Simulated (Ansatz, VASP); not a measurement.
V: VASP beside Ansatz

INCAR

```
PREC = Accurate
ENCUT = 520
EDIFF = 1E-6
ISMEAR = -1
SIGMA = 0.1
LREAL = False
LASPH = True
NELM = 60
ALGO = Normal
ISIF = 2
LWAVE = False
LCHARG = False
GGA = PE
NBANDS = 12
```

Contents of KPOINTS:

```
regular mesh
0
Gamma
  18 18 18
```

File POSCAR:

```
V
1.0
   -1.2283139478      1.2283139478      1.2283139478
    1.2283139478     -1.2283139478      1.2283139478
    1.2283139478      1.2283139478     -1.2283139478
V
1
Direct
    0.0000000000      0.0000000000      0.0000000000
```

Input for Ansatz:

```yaml
crystal:
  lattice:
    - [-1.2283139478, 1.2283139478, 1.2283139478]
    - [1.2283139478, -1.2283139478, 1.2283139478]
    - [1.2283139478, 1.2283139478, -1.2283139478]
  atoms:
    - { symbol: V, position: [0.0, 0.0, 0.0] }
kpoints:
  mp_grid: { grid: [18, 18, 18] }
scf:
  occupations: { method: fermi_dirac, width: 0.1 }
hamiltonian:
  xc: pbe
  pseudopotentials: { kind: all_electron, datasets: crystal }
output:
  forces: true
  stress: true
  eigenvalues: true
```

Change from the starting cell: volume scaled by 0.55, crystal datasets.

Alike in both runs: task single point; functional PBE; k mesh 18 × 18 × 18; occupations fermi-dirac, width 0.1 eV; no spin polarisation.

|  | VASP | Ansatz |
| --- | --- | --- |
| version | VASP 6.6.1 | Ansatz 0.2.0 |
| potentials or method | VASP PAW PBE potentials, release 64 (V_sv), cutoff 520 eV | all-electron PAW with datasets made for the crystal, scalar-relativistic |

|  | VASP | Ansatz | Ansatz less VASP |
| --- | --- | --- | --- |
| pressure (GPa) | 321.1 | 311.7 | -9.37 |

Both programs put the cell under a high pressure, so it lies far from rest at this level. Ansatz ran all-electron here, and VASP with PAW potentials.

Noted on VASP's run: the cell as given lies far from equilibrium.
